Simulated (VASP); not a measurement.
# TiAl3 (P4/mmm) in VASP: single point with PBEsol

Aim: the single point of TiAl3 with PBEsol.

Program: VASP 6.6.1. These are calculated values, not measurements. Logs are shortened: lines on timing, memory, paths and dates and some standing lists are left out, and cuts for length are marked.

### 1 The cell of the first run

The structure is tetragonal, space group P4/mmm (No. 123). The conventional cell has a = 3.948 Å, b = 3.948 Å, c = 4.541 Å, α = 90.00°, β = 90.00°, γ = 90.00°. Ti (site symmetry 4/mmm) has 12 Al at 2.79 to 3.01 Å within 3.7 Å. Within 3.7 Å of Al (site symmetry mmm) lie 8 Al at 2.79 to 3.01 Å and 4 Ti at 3.01 Å. Al (site symmetry 4/mmm) has 4 Ti at 2.79 Å and 8 Al at 3.01 Å within 3.7 Å.

### 2 Single point, PBEsol (strain +0.1500 x Voigt [0, 1, 0, 0, 0, 0])

File INCAR:

```
ALGO     = Fast           # electronic algorithm
EDIFF    = 1E-7           # SCF threshold, eV
ENCUT    = 520            # plane-wave cutoff, eV
GGA      = PS             # functional
ISIF     = 2              # what is computed and relaxed
ISMEAR   = 0              # smearing method
LASPH    = True           # aspherical terms in the spheres
LCHARG   = False          # write CHGCAR
LREAL    = False          # projectors in reciprocal space
LWAVE    = False          # write WAVECAR
NBANDS   = 18             # bands
NELM     = 100            # most SCF steps
PREC     = Accurate       # precision mode
SIGMA    = 0.15           # smearing width, eV
```

File KPOINTS:

```
k-points
0
Gamma
  12 12 12
```

File POSCAR:

```
TiAl3
1.0
    3.9483448106      0.0000000000      0.0000000000
    0.0000000000      4.5405965322      0.0000000000
    0.0000000000      0.0000000000      3.9483448106
Ti Al
1 3
Direct
    0.0000000000      0.0000000000      0.0000000000
    0.5000000000      0.5000000000      0.0000000000
    0.5000000000      0.0000000000      0.5000000000
    0.0000000000      0.5000000000      0.5000000000
```

Potentials or basis: VASP PAW PBE potentials, release 64 (Ti_sv, Al).

Launch:

```sh
> cat potpaw_PBE.64/Ti_sv/POTCAR potpaw_PBE.64/Al/POTCAR > POTCAR
> mpirun -np 1 vasp_std > vasp.out
```

OUTCAR:

```text
EDIFF = 1E-7
   ENCUT = 520
   GGA = PS
   ISIF = 2
   ISMEAR = 0
   LASPH = True
   LREAL = False
   NELM = 100
   PREC = Accurate

 ion  position               nearest neighbor table
   1  0.000  0.000  0.000-   3 2.79   3 2.79   3 2.79   3 2.79   4 3.01   2 3.01   4 3.01   4 3.01
                             2 3.01   4 3.01   2 3.01   2 3.01
   2  0.500  0.500  0.000-   4 2.79   4 2.79   4 2.79   4 2.79   3 3.01   1 3.01   3 3.01   3 3.01
                             1 3.01   1 3.01   3 3.01   1 3.01
   3  0.500  0.000  0.500-   1 2.79   1 2.79   1 2.79   1 2.79   2 3.01   2 3.01   4 3.01   2 3.01
                             4 3.01   4 3.01   2 3.01   4 3.01
   4  0.000  0.500  0.500-   2 2.79   2 2.79   2 2.79   2 2.79   1 3.01   1 3.01   3 3.01   1 3.01
                             3 3.01   3 3.01   1 3.01   3 3.01

  LATTYP: Found a simple tetragonal cell.
 ALAT       =     3.9483448106
 C/A-ratio  =     1.1500000000

  Lattice vectors:

 A1 = (  -3.9483448106,   0.0000000000,   0.0000000000)
 A2 = (   0.0000000000,   0.0000000000,   3.9483448106)
 A3 = (   0.0000000000,   4.5405965322,   0.0000000000)

Analysis of symmetry for initial positions (statically):
=====================================================================
 Subroutine PRICEL returns:
 Original cell was already a primitive cell.

 Routine SETGRP: Setting up the symmetry group for a
 simple tetragonal supercell.

 Subroutine GETGRP returns: Found 16 space group operations
 (whereof 16 operations were pure point group operations)
 out of a pool of 16 trial point group operations.

The static configuration has the point symmetry D_4h.

Analysis of symmetry for dynamics (positions and initial velocities):
=====================================================================
 Subroutine PRICEL returns:
 Original cell was already a primitive cell.

 Routine SETGRP: Setting up the symmetry group for a
 simple tetragonal supercell.

 Subroutine GETGRP returns: Found 16 space group operations
 (whereof 16 operations were pure point group operations)
 out of a pool of 16 trial point group operations.

The dynamic configuration has the point symmetry D_4h.

 Subroutine INISYM returns: Found 16 space group operations
 (whereof 16 operations are pure point group operations),
 and found     1 'primitive' translations

----------------------------------------------------------------------------------------

                                     Primitive cell

  volume of cell :      70.7853

  direct lattice vectors                    reciprocal lattice vectors
     3.948344811  0.000000000  0.000000000     0.253270686  0.000000000  0.000000000
     0.000000000  4.540596532  0.000000000     0.000000000  0.220235379  0.000000000
     0.000000000  0.000000000  3.948344811     0.000000000  0.000000000  0.253270686

  length of vectors
     3.948344811  4.540596532  3.948344811     0.253270686  0.220235379  0.253270686

  position of ions in fractional coordinates (direct lattice)
     0.000000000  0.000000000  0.000000000
     0.500000000  0.500000000  0.000000000
     0.500000000  0.000000000  0.500000000
     0.000000000  0.500000000  0.500000000

  ion indices of the primitive-cell ions
   primitive index   ion index
                 1           1
                 2           2
                 3           3
                 4           4

----------------------------------------------------------------------------------------

 KPOINTS: k-points

Automatic generation of k-mesh.
 Grid dimensions read from file:
 generate k-points for:   12   12   12

 Generating k-lattice:

  Cartesian coordinates                     Fractional coordinates (reciprocal lattice)
     0.021105891  0.000000000  0.000000000     0.083333333  0.000000000  0.000000000
     0.000000000  0.018352948  0.000000000     0.000000000  0.083333333  0.000000000
     0.000000000  0.000000000  0.021105891     0.000000000  0.000000000  0.083333333

  Length of vectors
     0.021105891  0.018352948  0.021105891

  Shift w.r.t. Gamma in fractional coordinates (k-lattice)
     0.000000000  0.000000000  0.000000000

 Subroutine IBZKPT returns following result:
 ===========================================

 Found    196 irreducible k-points:

 Following reciprocal coordinates:
            Coordinates               Weight
  0.000000  0.000000  0.000000      1.000000
  0.083333  0.000000  0.000000      4.000000
  0.166667  0.000000  0.000000      4.000000
  0.250000  0.000000  0.000000      4.000000
  0.333333  0.000000  0.000000      4.000000
  0.416667  0.000000  0.000000      4.000000
[... 16 lines left out ...]
  0.083333  0.250000  0.000000      8.000000
  0.166667  0.250000  0.000000      8.000000
 [... further k-points ...]
   k-points           NKPTS =    196   k-points in BZ     NKDIM =    196   number of bands    NBANDS=     18
   number of dos      NEDOS =    301   number of ions     NIONS =      4
   total plane-waves  NPLWV =  32400
   dimension x,y,z NGX =    30 NGY =   36 NGZ =   30
   dimension x,y,z NGXF=    60 NGYF=   72 NGZF=   60
   ions per type =               1   3
   NGX,Y,Z   is equivalent  to a cutoff of  12.63, 13.18, 12.63 a.u.
   NGXF,Y,Z  is equivalent  to a cutoff of  25.26, 26.36, 25.26 a.u.
 SYSTEM =  unknown system
   PREC   = accura    normal or accurate (medium, high low for compatibility)
   ISTART =      0    job   : 0-new  1-cont  2-samecut
   ICHARG =      2    charge: 1-file 2-atom 10-const
   ISPIN  =      1    spin polarized calculation?
   LNONCOLLINEAR =      F non collinear calculations
   LSORBIT =      F    spin-orbit coupling
   LASPH  =      T    aspherical Exc in radial PAW
   ENCUT  =  520.0 eV  38.22 Ry    6.18 a.u.   7.34  8.44  7.34*2*pi/ulx,y,z
   NELM   =    100;   NELMIN=  2; NELMDL= -5     # of ELM steps
   EDIFF  = 0.1E-06   stopping-criterion for ELM
   LREAL  =      F    real-space projection
   EDIFFG = 0.1E-05   stopping-criterion for IOM
   NSW    =      0    number of steps for IOM
   IBRION =     -1    ionic relax: 0-MD 1-quasi-New 2-CG
   NFREE  =      0    steps in history (QN), initial steepest desc. (CG)
   ISIF   =      2    stress and relaxation
   ISYM   =      2    0-nonsym 1-usesym 2-fastsym
   POTIM  = 0.5000    time-step for ionic-motion
   TEBEG  =    0.0;   TEEND  =   0.0 temperature during run
   PSTRESS=    0.0 pullay stress
   NELECT =      21.0000    total number of electrons
   NUPDOWN=      -1.0000    fix difference up-down
   EMIN   =  10.00;   EMAX   =-10.00  energy-range for DOS
   EFERMI =   0.00;   METHOD = LEGACY
   ISMEAR =     0;   SIGMA  =   0.15  broadening in eV -4-tet -1-fermi 0-gaus
   EFERMI_NEDOS =   21; number of points for ismear=-14 and -15
   IALGO  =     68    algorithm
   IMIX   =      4    mixing-type and parameters
     AMIX     =   0.40;   BMIX     =  1.00
     AMIX_MAG =   1.60;   BMIX_MAG =  1.00
  volume/ion in A,a.u.               =      17.70       119.42
  Fermi-wavevector in a.u.,A,eV,Ry     =   1.091860  2.063316 16.220294  1.192158
  Thomas-Fermi vector in A             =   2.228114
   LORBIT       =      0    0 simple, 1 ext, 2 COOP (PROOUT), +10 PAW based schemes
   GGA     = PS    functional components
   LHFCALC =     F    Hartree Fock is set to
   AEXX    =    0.0000 exact exchange contribution
   IVDW    =     0    specifies the selected vdW correction
   LEPSILON=     F    determine dielectric tensor
   LRPA    =     F    only Hartree local field effects (RPA)
 non-spin polarized calculation
 RMM-DIIS sequential band-by-band and
 Gauss-broadening in eV      SIGMA  =   0.15
  energy-cutoff  :      520.00
  volume of cell :       70.79
 maximum number of plane-waves:      1953
 NGX is ok and might be reduce to    30
   NGX = 15   NGY = 17   NGZ = 15

 number of electron      20.9999994 magnetization

 Free energy of the ion-electron system (eV)
  ---------------------------------------------------
  ext. energy  EPLUGINS =         0.00000000
  ---------------------------------------------------
  free energy    TOTEN  =       -21.54614726 eV

  energy without entropy =      -21.51738252  energy(sigma->0) =      -21.53176489

 E-fermi :   7.4353     XC(G=0): -10.3830

 val. band max:        7.4347890959   @ k =   0.3333   0.3333   0.0000
 cond. band min:       7.4400149685   @ k =   0.5000   0.0833   0.0833
 fundamental gap:      0.0052258726
 Fermi energy:         7.4353483893

 k-point     1 :       0.0000    0.0000    0.0000
  band No.  band energies     occupation
      1     -49.4619      2.00000
      2     -25.9039      2.00000
      3     -25.7943      2.00000
      4     -25.7943      2.00000
      5      -2.3864      2.00000
      6       3.9755      2.00000
[... 10 lines left out ...]
     17      12.5482      0.00000
     18      12.6308      0.00000

 k-point     2 :       0.0833    0.0000    0.0000
  band No.  band energies     occupation
      1     -49.4618      2.00000
      2     -25.9038      2.00000
      3     -25.7955      2.00000
      4     -25.7942      2.00000
      5      -2.3190      2.00000
      6       3.9826      2.00000
[... 10 lines left out ...]
     17      12.5149      0.00000
     18      12.6340      0.00000

 k-point     3 :       0.1667    0.0000    0.0000
  band No.  band energies     occupation
      1     -49.4617      2.00000
      2     -25.9035      2.00000
      3     -25.7987      2.00000
      4     -25.7940      2.00000
      5      -2.1177      2.00000
      6       3.6584      2.00000
[... 10 lines left out ...]
     17      12.0363      0.00000
     18      12.3357      0.00000

 k-point     4 :       0.2500    0.0000    0.0000
  band No.  band energies     occupation
      1     -49.4615      2.00000
      2     -25.9032      2.00000
      3     -25.8032      2.00000
      4     -25.7937      2.00000
      5      -1.7857      2.00000
      6       2.7427      2.00000
[... 10 lines left out ...]
     17      11.9732      0.00000
     18      12.2669      0.00000

 k-point     5 :       0.3333    0.0000    0.0000
  band No.  band energies     occupation
      1     -49.4613      2.00000
      2     -25.9028      2.00000
      3     -25.8076      2.00000
      4     -25.7933      2.00000
      5      -1.3292      2.00000
      6       1.7746      2.00000
[... 10 lines left out ...]
     17      11.4266      0.00000
     18      11.6722      0.00000

 k-point     6 :       0.4167    0.0000    0.0000
  band No.  band energies     occupation
      1     -49.4612      2.00000
      2     -25.9025      2.00000
      3     -25.8109      2.00000
      4     -25.7931      2.00000
      5      -0.7678      2.00000
      6       0.8899      2.00000
[... 307 lines left out ...]
 k-point    21 :       0.5000    0.1667    0.0000
  band No.  band energies     occupation
      1     -49.4611      2.00000
      2     -25.9032      2.00000
      3     -25.8120      2.00000
      4     -25.7930      2.00000
      5      -0.1456      2.00000
      6       0.5171      2.00000
[... 10 lines left out ...]
     17      10.8879      0.00000
     18      12.4099      0.00000

 k-point    22 :       0.0000    0.2500    0.0000
  band No.  band energies     occupation
      1     -49.4618      2.00000
      2     -25.9057      2.00000
      3     -25.7942      2.00000
      4     -25.7942      2.00000
      5      -1.9455      2.00000
      6       1.6773      2.00000
[... 10 lines left out ...]
     17      11.3573      0.00000
     18      11.3576      0.00000

 k-point    23 :       0.0833    0.2500    0.0000
  band No.  band energies     occupation
      1     -49.4618      2.00000
      2     -25.9056      2.00000
      3     -25.7954      2.00000
      4     -25.7941      2.00000
      5      -1.8797      2.00000
      6       1.7365      2.00000
[... 10 lines left out ...]
     17      11.2640      0.00000
     18      11.4245      0.00000

 k-point    24 :       0.1667    0.2500    0.0000
  band No.  band energies     occupation
      1     -49.4616      2.00000
      2     -25.9053      2.00000
      3     -25.7986      2.00000
      4     -25.7939      2.00000
      5      -1.6830      2.00000
      6       1.9111      2.00000
[... 10 lines left out ...]
     17      11.6037      0.00000
     18      11.8387      0.00000

 [... further k-points ...]

------------------------ aborting loop because EDIFF is reached ----------------------------------------

  FORCE on cell =-STRESS in cart. coord.  units (eV):
  Direction    XX          YY          ZZ          XY          YZ          ZX
  --------------------------------------------------------------------------------------
  -------------------------------------------------------------------------------------
  Total       -3.0894593     -7.3399916     -3.0894593      0.0000000      0.0000000      0.0000000
  in kB      -69.9278217   -166.1357462    -69.9278217      0.0000000      0.0000000      0.0000000
  external PRESSURE =    -101.9971298 kB  Pullay stress =       0.0000000 kB

 VOLUME and BASIS-vectors are now :
 -----------------------------------------------------------------------------
  energy-cutoff  :      520.00
  volume of cell :       70.79
      direct lattice vectors                 reciprocal lattice vectors
     3.948344811  0.000000000  0.000000000     0.253270686  0.000000000  0.000000000
     0.000000000  4.540596532  0.000000000     0.000000000  0.220235379  0.000000000
     0.000000000  0.000000000  3.948344811     0.000000000  0.000000000  0.253270686

 POSITION                                       TOTAL-FORCE (eV/Angst)
 -----------------------------------------------------------------------------------
      0.00000      0.00000      0.00000         0.000000      0.000000      0.000000
      1.97417      2.27030      0.00000         0.000000      0.000000      0.000000
      1.97417      0.00000      1.97417         0.000000      0.000000      0.000000
      0.00000      2.27030      1.97417         0.000000      0.000000      0.000000
 -----------------------------------------------------------------------------------
    total drift:                               -0.000000     -0.000000     -0.000000

  FREE ENERGIE OF THE ION-ELECTRON SYSTEM (eV)
  ---------------------------------------------------
  free  energy   TOTEN  =       -21.5461472646 eV

  energy  without entropy=      -21.5173825171  energy(sigma->0) =      -21.53176489
```

Run time: 8.1 min. Hardware: 1 thread of AMD EPYC 7R13 (Zen 3), shared host; peak memory 0.33 GiB.

Results:

```yaml
Free_energy: -21.5461 eV
Pressure: -10.2 GPa
Band_gap_on_the_k_mesh: zero (an odd number of electrons rules out a gap without spin polarisation)
```

Stress tensor (GPa, compression positive):
```
 -6.99   0.00   0.00
  0.00 -16.61   0.00
  0.00   0.00  -6.99
```

Levels at points of the mesh, in eV from the Fermi level:
```tsv
k point	band 9	band 10	band 11	band 12	band 13	band 14
(0.00, 0.00, 0.00)	-1.14	-1.14	0.29	0.29	0.47	0.95
(0.50, 0.00, 0.00)	-1.36	-0.39	-0.08	0.54	1.23	1.54
(0.00, 0.50, 0.00)	-1.42	0.16	0.55	1.37	1.37	1.49
(0.50, 0.50, 0.00)	-0.86	-0.45	0.37	0.96	1.27	1.81
(0.50, 0.00, 0.50)	-1.28	-1.28	-0.13	0.73	1.12	1.39
(0.50, 0.50, 0.50)	-3.34	-2.82	-2.82	0.01	1.15	1.41
```

Caveat: the cell differs from its parent crystal (strain +0.1500 x Voigt [0, 1, 0, 0, 0, 0]); the stress differs along the axes, from -17 to -7 GPa; the PAW data sets were made with another functional, which shifts forces and pressure a little.
